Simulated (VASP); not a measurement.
Here is a VASP 6.6.1 calculation.

File INCAR:

```
PREC = Accurate
ENCUT = 520
EDIFF = 1E-6
ISMEAR = 0
SIGMA = 0.05
LREAL = F
LASPH = T
NELM = 80
ALGO = Normal
ISIF = 2
LWAVE = F
LCHARG = T
GGA = PS
LELF = T
LVHAR = T
NBANDS = 25
```

The input KPOINTS:

```
regular mesh
0
Gamma
  10 10 6
```

File POSCAR:

```
HgP
1.0
    3.7065626384      0.0000000000      0.0000000000
   -1.8532813192      3.2099774056      0.0000000000
    0.0000000000      0.0000000000      6.8769877788
Hg P
2 2
Direct
    0.0000000000      0.0000000000      0.0000000000
    0.0000000000      0.0000000000      0.5000000000
    0.3333333333      0.6666666667      0.2500000000
    0.6666666667      0.3333333333      0.7500000000
```

Potentials or basis: VASP PAW PBE potentials, release 64 (Hg, P).

Command:

```console
$ cat potpaw_PBE.64/Hg/POTCAR potpaw_PBE.64/P/POTCAR > POTCAR
$ mpirun -np 1 vasp_std > vasp.out
```

**Question.** What does it give for the pressure?

**Answer.** -1.1 GPa.

**Question.** Predict the band gap on the k mesh.

**Answer.** Zero (band 17 reaches 5.68 eV, above the bottom of band 18 at 2.98 eV).

Caveat: the PAW data sets were made with another functional, which shifts forces and pressure a little; spin-orbit coupling is left out, which moves the levels of the heavy elements.
